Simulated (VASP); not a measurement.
# S (Fd-3m) in VASP: further runs

S is run at these levels: PBE; tasks: single point.

All numbers are computed with VASP 6.6.1; they aren't measurements. Logs are shortened: lines on timing, memory, paths and dates and some standing lists are left out, and cuts for length are marked.

## (1) The cell of the first run

Symmetry: Fd-3m, No. 227, cubic system. The conventional cell has a = 4.743 Å, b = 4.743 Å, c = 4.743 Å, α = 90.00°, β = 90.00°, γ = 90.00°. Within 2.7 Å of S (site symmetry -43m) lie 4 S at 2.05 Å.

## (2) Single point, PBE (volume scaled by 0.55)

Contents of INCAR:

```
PREC = Accurate
ENCUT = 520
EDIFF = 1E-6
ISMEAR = -1
SIGMA = 0.08
LREAL = False
LASPH = True
NELM = 100
ALGO = Normal
ISIF = 2
LWAVE = False
LCHARG = False
GGA = PE
NBANDS = 13
```

Contents of KPOINTS:

```
regular mesh
0
Gamma
  13 13 13
```

Contents of POSCAR:

```
S
1.0
    0.0000000000      2.3716894147      2.3716894147
    2.3716894147      0.0000000000      2.3716894147
    2.3716894147      2.3716894147      0.0000000000
S
2
Direct
   -0.1250000000     -0.1250000000     -0.1250000000
    0.1250000000      0.1250000000      0.1250000000
```

Potentials or basis: VASP PAW PBE potentials, release 64 (S).

On the command line:

```sh
$ cat potpaw_PBE.64/S/POTCAR > POTCAR
$ mpirun -np 1 vasp_std > vasp.out
```

OUTCAR:

```text
PREC = Accurate
   ENCUT = 520
   EDIFF = 1E-6
   ISMEAR = -1
   LREAL = False
   LASPH = True
   NELM = 100
   ISIF = 2
   GGA = PE

 ion  position               nearest neighbor table
   1  0.875  0.875  0.875-   2 2.05   2 2.05   2 2.05   2 2.05
   2  0.125  0.125  0.125-   1 2.05   1 2.05   1 2.05   1 2.05

  LATTYP: Found a face centered cubic cell.
 ALAT       =     4.7433788294

  Lattice vectors:

 A1 = (   0.0000000000,   2.3716894147,   2.3716894147)
 A2 = (   2.3716894147,   0.0000000000,   2.3716894147)
 A3 = (   2.3716894147,   2.3716894147,   0.0000000000)

Analysis of symmetry for initial positions (statically):
=====================================================================
 Subroutine PRICEL returns:
 Original cell was already a primitive cell.

 Routine SETGRP: Setting up the symmetry group for a
 face centered cubic supercell.

 Subroutine GETGRP returns: Found 48 space group operations
 (whereof 12 operations were pure point group operations)
 out of a pool of 48 trial point group operations.

The static configuration has the point symmetry D_3d.
 The point group associated with its full space group is O_h .

Analysis of symmetry for dynamics (positions and initial velocities):
=====================================================================
 Subroutine PRICEL returns:
 Original cell was already a primitive cell.

 Routine SETGRP: Setting up the symmetry group for a
 face centered cubic supercell.

 Subroutine GETGRP returns: Found 48 space group operations
 (whereof 12 operations were pure point group operations)
 out of a pool of 48 trial point group operations.

The dynamic configuration has the point symmetry D_3d.
 The point group associated with its full space group is O_h .

 Subroutine INISYM returns: Found 48 space group operations
 (whereof 12 operations are pure point group operations),
 and found     1 'primitive' translations

----------------------------------------------------------------------------------------

                                     Primitive cell

  volume of cell :      26.6811

  direct lattice vectors                    reciprocal lattice vectors
     0.000000000  2.371689415  2.371689415    -0.210820185  0.210820185  0.210820185
     2.371689415  0.000000000  2.371689415     0.210820185 -0.210820185  0.210820185
     2.371689415  2.371689415  0.000000000     0.210820185  0.210820185 -0.210820185

  length of vectors
     3.354075336  3.354075336  3.354075336     0.365151271  0.365151271  0.365151271

  position of ions in fractional coordinates (direct lattice)
     0.875000000  0.875000000  0.875000000
     0.125000000  0.125000000  0.125000000

  ion indices of the primitive-cell ions
   primitive index   ion index
                 1           1
                 2           2

----------------------------------------------------------------------------------------

 KPOINTS: regular mesh

Automatic generation of k-mesh.
 Grid dimensions read from file:
 generate k-points for:   13   13   13

 Generating k-lattice:

  Cartesian coordinates                     Fractional coordinates (reciprocal lattice)
    -0.016216937  0.016216937  0.016216937     0.076923077  0.000000000  0.000000000
     0.016216937 -0.016216937  0.016216937     0.000000000  0.076923077  0.000000000
     0.016216937  0.016216937 -0.016216937     0.000000000  0.000000000  0.076923077

  Length of vectors
     0.028088559  0.028088559  0.028088559

  Shift w.r.t. Gamma in fractional coordinates (k-lattice)
     0.000000000  0.000000000  0.000000000

 Subroutine IBZKPT returns following result:
 ===========================================

 Found     84 irreducible k-points:

 Following reciprocal coordinates:
            Coordinates               Weight
  0.000000  0.000000  0.000000      1.000000
  0.076923  0.000000  0.000000      8.000000
  0.153846  0.000000  0.000000      8.000000
  0.230769  0.000000  0.000000      8.000000
  0.307692  0.000000  0.000000      8.000000
  0.384615  0.000000  0.000000      8.000000
[... 16 lines left out ...]
  0.384615  0.153846  0.000000     24.000000
  0.461538  0.153846  0.000000     24.000000
 [... further k-points ...]
   k-points           NKPTS =     84   k-points in BZ     NKDIM =     84   number of bands    NBANDS=     13
   number of dos      NEDOS =    301   number of ions     NIONS =      2
   total plane-waves  NPLWV =  21952
   dimension x,y,z NGX =    28 NGY =   28 NGZ =   28
   dimension x,y,z NGXF=    56 NGYF=   56 NGZF=   56
   ions per type =               2
   NGX,Y,Z   is equivalent  to a cutoff of  13.88, 13.88, 13.88 a.u.
   NGXF,Y,Z  is equivalent  to a cutoff of  27.76, 27.76, 27.76 a.u.
 SYSTEM =  unknown system
   PREC   = accura    normal or accurate (medium, high low for compatibility)
   ISTART =      0    job   : 0-new  1-cont  2-samecut
   ICHARG =      2    charge: 1-file 2-atom 10-const
   ISPIN  =      1    spin polarized calculation?
   LNONCOLLINEAR =      F non collinear calculations
   LSORBIT =      F    spin-orbit coupling
   LASPH  =      T    aspherical Exc in radial PAW
   ENCUT  =  520.0 eV  38.22 Ry    6.18 a.u.   6.24  6.24  6.24*2*pi/ulx,y,z
   NELM   =    100;   NELMIN=  2; NELMDL= -5     # of ELM steps
   EDIFF  = 0.1E-05   stopping-criterion for ELM
   LREAL  =      F    real-space projection
   EDIFFG = 0.1E-04   stopping-criterion for IOM
   NSW    =      0    number of steps for IOM
   IBRION =     -1    ionic relax: 0-MD 1-quasi-New 2-CG
   NFREE  =      0    steps in history (QN), initial steepest desc. (CG)
   ISIF   =      2    stress and relaxation
   ISYM   =      2    0-nonsym 1-usesym 2-fastsym
   POTIM  = 0.5000    time-step for ionic-motion
   TEBEG  =    0.0;   TEEND  =   0.0 temperature during run
   PSTRESS=    0.0 pullay stress
   NELECT =      12.0000    total number of electrons
   NUPDOWN=      -1.0000    fix difference up-down
   EMIN   =  10.00;   EMAX   =-10.00  energy-range for DOS
   EFERMI =   0.00;   METHOD = LEGACY
   ISMEAR =    -1;   SIGMA  =   0.08  broadening in eV -4-tet -1-fermi 0-gaus
   EFERMI_NEDOS =   21; number of points for ismear=-14 and -15
   IALGO  =     38    algorithm
   IMIX   =      4    mixing-type and parameters
     AMIX     =   0.40;   BMIX     =  1.00
     AMIX_MAG =   1.60;   BMIX_MAG =  1.00
  volume/ion in A,a.u.               =      13.34        90.03
  Fermi-wavevector in a.u.,A,eV,Ry     =   1.254298  2.370280 21.405553  1.573264
  Thomas-Fermi vector in A             =   2.388110
   LORBIT       =      0    0 simple, 1 ext, 2 COOP (PROOUT), +10 PAW based schemes
   GGA     = PE    functional components
   LHFCALC =     F    Hartree Fock is set to
   AEXX    =    0.0000 exact exchange contribution
   IVDW    =     0    specifies the selected vdW correction
   LEPSILON=     F    determine dielectric tensor
   LRPA    =     F    only Hartree local field effects (RPA)
 non-spin polarized calculation
  energy-cutoff  :      520.00
  volume of cell :       26.68
 maximum number of plane-waves:       732
 NGX is ok and might be reduce to    28
   NGX = 13   NGY = 13   NGZ = 13

 number of electron      12.0000002 magnetization

 Free energy of the ion-electron system (eV)
  ---------------------------------------------------
  ext. energy  EPLUGINS =         0.00000000
  ---------------------------------------------------
  free energy    TOTEN  =        -3.27602129 eV

  energy without entropy =       -3.24792467  energy(sigma->0) =       -3.26197298

 E-fermi :  10.9739     XC(G=0): -11.5645

 val. band max:       10.9629082833   @ k =  -0.3077   0.1538   0.0000
 cond. band min:      10.9973215356   @ k =   0.3077   0.1538   0.0769
 fundamental gap:      0.0344132523
 Fermi energy:        10.9738515393

 k-point     1 :       0.0000    0.0000    0.0000
  band No.  band energies     occupation
      1     -10.4323      2.00000
      2       4.6441      2.00000
      3       4.6441      2.00000
      4       4.6441      2.00000
      5       6.1844      2.00000
      6       8.9428      2.00000
      7       8.9428      2.00000
      8       8.9428      2.00000
      9      17.4212      0.00000
     10      17.4212      0.00000
     11      17.5325      0.00000
     12      22.3463      0.00000
     13      22.3463      0.00000

 k-point     2 :       0.0769    0.0000    0.0000
  band No.  band energies     occupation
      1     -10.3413      2.00000
      2       3.4642      2.00000
      3       4.5277      2.00000
      4       4.5277      2.00000
      5       6.9753      2.00000
      6       9.1263      2.00000
      7       9.1263      2.00000
      8       9.2414      2.00000
      9      17.1967      0.00000
     10      17.1967      0.00000
     11      17.8632      0.00000
     12      22.0767      0.00000
     13      22.8735      0.00000

 k-point     3 :       0.1538    0.0000    0.0000
  band No.  band energies     occupation
      1     -10.0722      2.00000
      2       1.7244      2.00000
      3       4.2473      2.00000
      4       4.2473      2.00000
      5       7.3129      2.00000
      6       9.5713      2.00000
      7       9.5713      2.00000
      8      10.4391      1.99750
      9      16.8249      0.00000
     10      16.8249      0.00000
     11      18.6482      0.00000
     12      21.6612      0.00000
     13      24.1456      0.00000
[... 305 lines left out ...]
 k-point    23 :       0.3846    0.1538    0.0000
  band No.  band energies     occupation
      1      -8.5386      2.00000
      2      -2.1969      2.00000
      3       2.3549      2.00000
      4       2.8427      2.00000
      5       8.2198      2.00000
      6      10.1052      1.99996
      7      11.8465      0.00004
      8      12.8075      0.00000
      9      17.5224      0.00000
     10      19.4531      0.00000
     11      19.8779      0.00000
     12      23.2331      0.00000
     13      23.5601      0.00000

 k-point    24 :       0.4615    0.1538    0.0000
  band No.  band energies     occupation
      1      -7.9245      2.00000
      2      -3.2891      2.00000
      3       1.9785      2.00000
      4       2.8103      2.00000
      5       8.0917      2.00000
      6      10.4907      1.99525
      7      11.7831      0.00008
      8      13.8571      0.00000
      9      18.5441      0.00000
     10      19.7649      0.00000
     11      20.8035      0.00000
     12      21.2520      0.00000
     13      22.5435      0.00000

 [... further k-points ...]
[... 5 lines left out ...]
  --------------------------------------------------------------------------------------
  -------------------------------------------------------------------------------------
  Total       10.7342518     10.7342518     10.7342518      0.0000000      0.0000000     -0.0000000
  in kB      644.5831046    644.5831046    644.5831046      0.0000000      0.0000000     -0.0000000
  external PRESSURE =     644.5831046 kB  Pullay stress =       0.0000000 kB

 VOLUME and BASIS-vectors are now :
 -----------------------------------------------------------------------------
  energy-cutoff  :      520.00
  volume of cell :       26.68
      direct lattice vectors                 reciprocal lattice vectors
     0.000000000  2.371689415  2.371689415    -0.210820185  0.210820185  0.210820185
     2.371689415  0.000000000  2.371689415     0.210820185 -0.210820185  0.210820185
     2.371689415  2.371689415  0.000000000     0.210820185  0.210820185 -0.210820185

 POSITION                                       TOTAL-FORCE (eV/Angst)
 -----------------------------------------------------------------------------------
      4.15046      4.15046      4.15046         0.000000      0.000000      0.000000
      0.59292      0.59292      0.59292        -0.000000     -0.000000     -0.000000
 -----------------------------------------------------------------------------------
    total drift:                                0.000000     -0.000000     -0.000000

  FREE ENERGIE OF THE ION-ELECTRON SYSTEM (eV)
  ---------------------------------------------------
  free  energy   TOTEN  =        -3.2760212903 eV

  energy  without entropy=       -3.2479246749  energy(sigma->0) =       -3.26197298
```

Wall time 24 s (1 thread of Intel Xeon Platinum 8259CL at 2.50GHz (Skylake/Cascade Lake), shared host); peak memory 0.16 GiB.

What came out:

```
Free energy            : -3.2760 eV
Pressure               : 64.5 GPa
Band gap on the k mesh : zero (band 6 reaches 12.88 eV, above the bottom of band 7 at 8.94 eV)
```

(Part 1 of 2 ends here.)
